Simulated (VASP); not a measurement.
# TiAl (P-6m2) in VASP: notebook

The runs below take TiAl through single point, with PBEsol.

All numbers are computed with VASP 6.6.1; they aren't measurements. Logs are shortened: lines on timing, memory, paths and dates and some standing lists are left out, and cuts for length are marked.

## Step 1: The cell of the first run

It takes space group P-6m2 (No. 187, hexagonal). The conventional cell has a = 2.824 Å, b = 2.824 Å, c = 4.608 Å, α = 90.00°, β = 90.00°, γ = 120.00°. Ti (site symmetry -6m2) has 6 Al at 2.82 Å and 6 Ti at 2.82 Å within 3.7 Å. Within 3.7 Å of Al (site symmetry -6m2) lie 6 Ti at 2.82 Å and 6 Al at 2.82 Å.

## Step 2: Single point, PBEsol (strain -0.015 along x and y, -0.015 along z)

INCAR reads:

```
SYSTEM = TiAl
  ALGO = Normal
  EDIFF = 1E-6
  ENCUT = 520
  GGA = PS
  ISIF = 2
  ISMEAR = 0
  LASPH = .True.
  LCHARG = .False.
  LREAL = .False.
  LWAVE = .False.
  NBANDS = 14
  NELM = 60
  PREC = Accurate
  SIGMA = 0.15
```

KPOINTS reads:

```
k-points
0
Gamma
  18 18 10
  0 0 0
```

POSCAR reads:

```
TiAl
1.0
    2.8242532992      0.0000000000      0.0000000000
   -1.4121266496      2.4458751038      0.0000000000
    0.0000000000      0.0000000000      4.6079117550
Ti Al
1 1
Direct
    0.0000000000      0.0000000000      0.0000000000
    0.3333333333      0.6666666667      0.5000000000
```

Potentials or basis: VASP PAW PBE potentials, release 64 (Ti_sv, Al).

Command:

```bash
> cat potpaw_PBE.64/Ti_sv/POTCAR potpaw_PBE.64/Al/POTCAR > POTCAR
> mpirun -np 1 vasp_std > vasp.out
```

OUTCAR:

```text
SYSTEM = TiAl
   EDIFF = 1E-6
   ENCUT = 520
   GGA = PS
   ISIF = 2
   ISMEAR = 0
   LASPH = .True.
   LREAL = .False.
   NELM = 60
   PREC = Accurate

 ion  position               nearest neighbor table
   1  0.000  0.000  0.000-   2 2.82   2 2.82   2 2.82   2 2.82   2 2.82   2 2.82
   2  0.333  0.667  0.500-   1 2.82   1 2.82   1 2.82   1 2.82   1 2.82   1 2.82

  LATTYP: Found a hexagonal cell.
 ALAT       =     2.8242532992
 C/A-ratio  =     1.6315504549

  Lattice vectors:

 A1 = (   2.8242532992,   0.0000000000,   0.0000000000)
 A2 = (  -1.4121266496,   2.4458751038,   0.0000000000)
 A3 = (   0.0000000000,   0.0000000000,   4.6079117550)

Analysis of symmetry for initial positions (statically):
=====================================================================
 Subroutine PRICEL returns:
 Original cell was already a primitive cell.

 Routine SETGRP: Setting up the symmetry group for a
 hexagonal supercell.

 Subroutine GETGRP returns: Found 12 space group operations
 (whereof 12 operations were pure point group operations)
 out of a pool of 24 trial point group operations.

The static configuration has the point symmetry D_3h.

Analysis of symmetry for dynamics (positions and initial velocities):
=====================================================================
 Subroutine PRICEL returns:
 Original cell was already a primitive cell.

 Routine SETGRP: Setting up the symmetry group for a
 hexagonal supercell.

 Subroutine GETGRP returns: Found 12 space group operations
 (whereof 12 operations were pure point group operations)
 out of a pool of 24 trial point group operations.

The dynamic configuration has the point symmetry D_3h.

 Subroutine INISYM returns: Found 12 space group operations
 (whereof 12 operations are pure point group operations),
 and found     1 'primitive' translations

----------------------------------------------------------------------------------------

                                     Primitive cell

  volume of cell :      31.8304

  direct lattice vectors                    reciprocal lattice vectors
     2.824253299  0.000000000  0.000000000     0.354075890  0.204425810  0.000000000
    -1.412126650  2.445875104  0.000000000     0.000000000  0.408851621  0.000000000
     0.000000000  0.000000000  4.607911755     0.000000000  0.000000000  0.217018045

  length of vectors
     2.824253299  2.824253299  4.607911755     0.408851621  0.408851621  0.217018045

  position of ions in fractional coordinates (direct lattice)
     0.000000000  0.000000000  0.000000000
     0.333333333  0.666666667  0.500000000

  ion indices of the primitive-cell ions
   primitive index   ion index
                 1           1
                 2           2

----------------------------------------------------------------------------------------

 KPOINTS: k-points

Automatic generation of k-mesh.
 Grid dimensions read from file:
 generate k-points for:   18   18   10

 Generating k-lattice:

  Cartesian coordinates                     Fractional coordinates (reciprocal lattice)
     0.019670883  0.011356989  0.000000000     0.055555556 -0.000000000  0.000000000
     0.000000000  0.022713979  0.000000000     0.000000000  0.055555556  0.000000000
     0.000000000  0.000000000  0.021701804     0.000000000  0.000000000  0.100000000

  Length of vectors
     0.022713979  0.022713979  0.021701804

  Shift w.r.t. Gamma in fractional coordinates (k-lattice)
     0.000000000  0.000000000  0.000000000

 Subroutine IBZKPT returns following result:
 ===========================================

 Found    222 irreducible k-points:

 Following reciprocal coordinates:
            Coordinates               Weight
  0.000000  0.000000  0.000000      1.000000
  0.055556 -0.000000  0.000000      6.000000
  0.111111 -0.000000  0.000000      6.000000
  0.166667  0.000000  0.000000      6.000000
  0.222222 -0.000000  0.000000      6.000000
  0.277778  0.000000  0.000000      6.000000
[... 16 lines left out ...]
  0.333333  0.111111  0.000000     12.000000
  0.388889  0.111111  0.000000     12.000000
 [... further k-points ...]
   k-points           NKPTS =    222   k-points in BZ     NKDIM =    222   number of bands    NBANDS=     14
   number of dos      NEDOS =    301   number of ions     NIONS =      2
   total plane-waves  NPLWV =  20736
   dimension x,y,z NGX =    24 NGY =   24 NGZ =   36
   dimension x,y,z NGXF=    48 NGYF=   48 NGZF=   72
   ions per type =               1   1
   NGX,Y,Z   is equivalent  to a cutoff of  14.13, 14.13, 12.99 a.u.
   NGXF,Y,Z  is equivalent  to a cutoff of  28.25, 28.25, 25.98 a.u.
 SYSTEM =  TiAl
   PREC   = accura    normal or accurate (medium, high low for compatibility)
   ISTART =      0    job   : 0-new  1-cont  2-samecut
   ICHARG =      2    charge: 1-file 2-atom 10-const
   ISPIN  =      1    spin polarized calculation?
   LNONCOLLINEAR =      F non collinear calculations
   LSORBIT =      F    spin-orbit coupling
   LASPH  =      T    aspherical Exc in radial PAW
   ENCUT  =  520.0 eV  38.22 Ry    6.18 a.u.   5.25  5.25  8.57*2*pi/ulx,y,z
   NELM   =     60;   NELMIN=  2; NELMDL= -5     # of ELM steps
   EDIFF  = 0.1E-05   stopping-criterion for ELM
   LREAL  =      F    real-space projection
   EDIFFG = 0.1E-04   stopping-criterion for IOM
   NSW    =      0    number of steps for IOM
   IBRION =     -1    ionic relax: 0-MD 1-quasi-New 2-CG
   NFREE  =      0    steps in history (QN), initial steepest desc. (CG)
   ISIF   =      2    stress and relaxation
   ISYM   =      2    0-nonsym 1-usesym 2-fastsym
   POTIM  = 0.5000    time-step for ionic-motion
   TEBEG  =    0.0;   TEEND  =   0.0 temperature during run
   PSTRESS=    0.0 pullay stress
   NELECT =      15.0000    total number of electrons
   NUPDOWN=      -1.0000    fix difference up-down
   EMIN   =  10.00;   EMAX   =-10.00  energy-range for DOS
   EFERMI =   0.00;   METHOD = LEGACY
   ISMEAR =     0;   SIGMA  =   0.15  broadening in eV -4-tet -1-fermi 0-gaus
   EFERMI_NEDOS =   21; number of points for ismear=-14 and -15
   IALGO  =     38    algorithm
   IMIX   =      4    mixing-type and parameters
     AMIX     =   0.40;   BMIX     =  1.00
     AMIX_MAG =   1.60;   BMIX_MAG =  1.00
  volume/ion in A,a.u.               =      15.92       107.40
  Fermi-wavevector in a.u.,A,eV,Ry     =   1.273966  2.407447 22.082117  1.622990
  Thomas-Fermi vector in A             =   2.406760
   LORBIT       =      0    0 simple, 1 ext, 2 COOP (PROOUT), +10 PAW based schemes
   GGA     = PS    functional components
   LHFCALC =     F    Hartree Fock is set to
   AEXX    =    0.0000 exact exchange contribution
   IVDW    =     0    specifies the selected vdW correction
   LEPSILON=     F    determine dielectric tensor
   LRPA    =     F    only Hartree local field effects (RPA)
 non-spin polarized calculation
 Gauss-broadening in eV      SIGMA  =   0.15
  energy-cutoff  :      520.00
  volume of cell :       31.83
 maximum number of plane-waves:       871
 NGX is ok and might be reduce to    24
   NGX = 11   NGY = 11   NGZ = 17

 number of electron      15.0000005 magnetization

 Free energy of the ion-electron system (eV)
  ---------------------------------------------------
  ext. energy  EPLUGINS =         0.00000000
  ---------------------------------------------------
  free energy    TOTEN  =       -12.94291700 eV

  energy without entropy =      -12.91602420  energy(sigma->0) =      -12.92947060

 E-fermi :   8.2437     XC(G=0): -11.2275

 val. band max:        8.2372483933   @ k =   0.1111   0.1111   0.4000
 cond. band min:       8.2482545189   @ k =   0.3333   0.3333   0.4000
 fundamental gap:      0.0110061256
 Fermi energy:         8.2436525390

 k-point     1 :       0.0000    0.0000    0.0000
  band No.  band energies     occupation
      1     -47.9475      2.00000
      2     -24.3805      2.00000
      3     -23.9020      2.00000
      4     -23.9020      2.00000
      5      -0.8989      2.00000
      6       5.8864      2.00000
      7       6.3973      2.00000
      8       9.5768      0.00000
      9       9.5768      0.00000
     10      11.1571      0.00000
     11      11.1571      0.00000
     12      12.3646      0.00000
     13      21.4585      0.00000
     14      21.4585      0.00000

 k-point     2 :       0.0556   -0.0000    0.0000
  band No.  band energies     occupation
      1     -47.9440      2.00000
      2     -24.3771      2.00000
      3     -23.9230      2.00000
      4     -23.9067      2.00000
      5      -0.8195      2.00000
      6       5.9745      2.00000
      7       6.4043      2.00000
      8       9.4966      0.00000
      9       9.6436      0.00000
     10      11.1338      0.00000
     11      11.1738      0.00000
     12      12.3840      0.00000
     13      20.1684      0.00000
     14      20.7331      0.00000

 k-point     3 :       0.1111   -0.0000    0.0000
  band No.  band energies     occupation
      1     -47.9340      2.00000
      2     -24.3674      2.00000
      3     -23.9833      2.00000
      4     -23.9202      2.00000
      5      -0.5828      2.00000
      6       6.2273      2.00000
      7       6.4244      2.00000
      8       9.2778      0.00000
      9       9.8402      0.00000
     10      11.0674      0.00000
     11      11.2269      0.00000
     12      12.4377      0.00000
     13      18.2831      0.00000
     14      19.8056      0.00000
[... 324 lines left out ...]
 k-point    23 :       0.3333    0.1111    0.0000
  band No.  band energies     occupation
      1     -47.8410      2.00000
      2     -24.4836      2.00000
      3     -24.2771      2.00000
      4     -24.0844      2.00000
      5       2.9556      2.00000
      6       6.6947      2.00000
      7       7.0105      2.00000
      8       7.7693      1.99999
      9      10.0129      0.00000
     10      11.2374      0.00000
     11      12.5324      0.00000
     12      12.7121      0.00000
     13      13.8276      0.00000
     14      14.9208      0.00000

 k-point    24 :       0.3889    0.1111    0.0000
  band No.  band energies     occupation
      1     -47.8314      2.00000
      2     -24.5326      2.00000
      3     -24.2678      2.00000
      4     -24.1015      2.00000
      5       3.9373      2.00000
      6       6.2716      2.00000
      7       6.7384      2.00000
      8       7.4224      2.00000
      9       9.8829      0.00000
     10      11.4895      0.00000
     11      12.5284      0.00000
     12      13.0332      0.00000
     13      13.9979      0.00000
     14      15.0734      0.00000

 [... further k-points ...]
[... 5 lines left out ...]
  --------------------------------------------------------------------------------------
  -------------------------------------------------------------------------------------
  Total        0.4719055      0.4719055      0.3681594      0.0000000      0.0000000      0.0000000
  in kB       23.7532754     23.7532754     18.5312372      0.0000000      0.0000000      0.0000000
  external PRESSURE =      22.0125960 kB  Pullay stress =       0.0000000 kB

 VOLUME and BASIS-vectors are now :
 -----------------------------------------------------------------------------
  energy-cutoff  :      520.00
  volume of cell :       31.83
      direct lattice vectors                 reciprocal lattice vectors
     2.824253299  0.000000000  0.000000000     0.354075890  0.204425810  0.000000000
    -1.412126650  2.445875104  0.000000000     0.000000000  0.408851621  0.000000000
     0.000000000  0.000000000  4.607911755     0.000000000  0.000000000  0.217018045

 POSITION                                       TOTAL-FORCE (eV/Angst)
 -----------------------------------------------------------------------------------
      0.00000      0.00000      0.00000        -0.000000      0.000000      0.000000
     -0.00000      1.63058      2.30396         0.000000      0.000000      0.000000
 -----------------------------------------------------------------------------------
    total drift:                                0.000000     -0.000000      0.000000

  FREE ENERGIE OF THE ION-ELECTRON SYSTEM (eV)
  ---------------------------------------------------
  free  energy   TOTEN  =       -12.9429169955 eV

  energy  without entropy=      -12.9160242026  energy(sigma->0) =      -12.92947060
```

Wall time 33 s (1 thread of Intel Xeon 6975P-C (Granite Rapids), shared host); peak memory 0.23 GiB.

What came out:

* Free energy: -12.9429 eV
* Pressure: 2.2 GPa

Levels at points of the mesh, in eV from the Fermi level:
```tsv
k point	band 5	band 6	band 7	band 8	band 9	band 10
(0.00, 0.00, 0.00)	-9.14	-2.36	-1.85	1.33	1.33	2.91
(0.50, 0.00, 0.00)	-3.81	-2.82	-1.64	-1.06	2.19	4.19
(0.00, 0.00, 0.50)	-8.20	-5.38	-0.47	1.35	1.35	2.83
(0.50, 0.00, 0.50)	-3.77	-2.44	-1.91	0.62	0.98	1.99
```

Caveat: the cell differs from its parent crystal (strain -0.015 along x and y, -0.015 along z); the PAW data sets were made with another functional, which shifts forces and pressure a little.

## Step 3: Single point, PBEsol (strain -0.030 along x and y, +0.030 along z)

INCAR reads:

```
  PREC = Accurate
  ENCUT = 520
  EDIFF = 1E-6
  ISMEAR = 0
  SIGMA = 0.15
  LREAL = F
  LASPH = T
  NELM = 100
  ALGO = Normal
  ISIF = 2
  LWAVE = F
  LCHARG = F
  GGA = PS
  NBANDS = 14
```

KPOINTS reads:

```
Automatic mesh
0
Gamma
  18 18 10
```

POSCAR reads:

```
TiAl
1.0
    2.7812443657      0.0000000000      0.0000000000
   -1.3906221828      2.4086282748      0.0000000000
    0.0000000000      0.0000000000      4.8184254900
Ti Al
1 1
Direct
    0.0000000000      0.0000000000      0.0000000000
    0.3333333333      0.6666666667      0.5000000000
```

Potentials or basis: VASP PAW PBE potentials, release 64 (Ti_sv, Al).

Command:

```bash
> cat potpaw_PBE.64/Ti_sv/POTCAR potpaw_PBE.64/Al/POTCAR > POTCAR
> mpirun -np 1 vasp_std > vasp.out
```

Run time: 33 s. Hardware: 1 thread of Intel Xeon 6975P-C (Granite Rapids), shared host; peak memory 0.24 GiB.

It converged, with:

| Item | Value |
| --- | --- |
| Free energy | -12.9006 eV |
| Pressure | 0.2 GPa |

Stress tensor (GPa, compression positive):
```
 3.84  0.00  0.00
 0.00  3.84  0.00
 0.00  0.00 -7.21
```

Levels at points of the mesh, in eV from the Fermi level:
| k point | band 4 | band 5 | band 6 | band 7 | band 8 | band 9 | band 10 | band 11 |
| --- | --- | --- | --- | --- | --- | --- | --- | --- |
| (0.00, 0.00, 0.00) | -32.14 | -9.24 | -2.62 | -2.34 | 1.32 | 1.32 | 3.01 | 3.01 |
| (0.50, 0.00, 0.00) | -32.32 | -3.73 | -2.72 | -1.70 | -1.20 | 2.29 | 3.93 | 4.00 |
| (0.00, 0.00, 0.50) | -32.14 | -8.47 | -5.49 | -0.82 | 1.33 | 1.33 | 2.97 | 2.97 |
| (0.50, 0.00, 0.50) | -32.32 | -3.68 | -2.53 | -1.97 | 0.67 | 0.88 | 2.15 | 2.53 |

Caveat: the cell differs from its parent crystal (strain -0.030 along x and y, +0.030 along z); the PAW data sets were made with another functional, which shifts forces and pressure a little.
